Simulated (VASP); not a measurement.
A run of VASP 6.6.1 is set up as follows.

The input INCAR:

```
SYSTEM = LaScAs2
PREC = Accurate
ENCUT = 520
EDIFF = 1E-6
ISMEAR = -1
SIGMA = 0.02
LREAL = .False.
LASPH = .True.
NELM = 80
ALGO = Normal
ISIF = 2
LWAVE = .False.
LCHARG = .True.
GGA = PE
LELF = .True.
LVHAR = .True.
NBANDS = 24
```

The input KPOINTS:

```
Automatic mesh
0
Gamma
  6 6 6
  0 0 0
```

POSCAR

```
LaScAs2
1.0
    2.0725807471      1.1966050522      6.7061776900
   -2.0725807471      1.1966050522      6.7061776900
    0.0000000000     -2.3932101045      6.7061776900
Sc La As
1 1 2
Direct
    1.0000000000      0.0000000000      0.0000000000
    0.5000000000      0.5000000000      0.5000000000
    0.2596641622      0.2596641622      0.2596641622
    0.7403358378      0.7403358378      0.7403358378
```

Potentials or basis: VASP PAW PBE potentials, release 64 (Sc_sv, La, As).

Run with:

```sh
$ cat potpaw_PBE.64/Sc_sv/POTCAR potpaw_PBE.64/La/POTCAR potpaw_PBE.64/As/POTCAR > POTCAR
$ mpirun -np 1 vasp_std > vasp.out
```

**Question.** What does it give for the pressure?

**Answer.** 0.1 GPa.

**Question.** What does it give for the largest force?

**Answer.** 0.017 eV/Å.

**Question.** Predict the band gap on the k mesh.

**Answer.** Zero (bands 16 and 17 overlap by 0.78 eV).

Forces on the atoms (eV/Å):
```
Sc   0.000  0.000  0.000
La   0.000  0.000  0.000
As   0.000  0.000 -0.017
As   0.000  0.000  0.017
```

Caveat: spin-orbit coupling is left out, which moves the levels of the heavy elements.
